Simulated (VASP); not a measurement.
Runs of VASP 6.6.1 on Os. The structure is that of space group Cmce (No. 64), or close to it. The cells are those of the table. 

```tsv
potentials or basis	cell	cutoff (eV)	second run	gap on the mesh (eV)	pressure (GPa)	largest force (eV/Å)
VASP PAW PBE potentials, release 64 (Os)	a = 4.929, b = 4.929, c = 4.627 Å, angles 90.0, 90.0, 147.9°, 4 atoms	520	-	none	0.2	(c)
VASP PAW PBE potentials, release 64 (Os_sv_GW)	a = 5.059, b = 5.059, c = 4.026 Å, angles 90.0, 90.0, 145.0°, 4 atoms	500	valence_matched	none	204.6	(b)
VASP PAW PBE potentials, release 64 (Os)	a = 3.060, b = 3.060, c = 6.882 Å, angles 90.0, 90.0, 66.9°, 4 atoms	520	-	none	71.3	15.86
VASP PAW PBE potentials, release 64 (Os)	a = 5.059, b = 5.059, c = 4.026 Å, angles 90.0, 90.0, 145.0°, 4 atoms	520	-	none	(a)	22.36
```

Alike in all rows: task single point; level PBEsol; no spin polarisation; k mesh 6 × 6 × 4; smearing gaussian 0.1 eV.

Q: Fill in the values left out.

A: (a) 185.7; (b) 25.29; (c) 0.10.

Caveats: all runs use coarse meshes; the PAW data sets were made with another functional, which shifts forces and pressure a little; spin-orbit coupling is left out, which moves the levels of the heavy elements.

A k mesh can miss the band edges, and the runs leave out spin-orbit coupling on Os.

A gap of «none» marks levels without a gap at the run's occupations.

The runs don't all hold the same shells in valence.
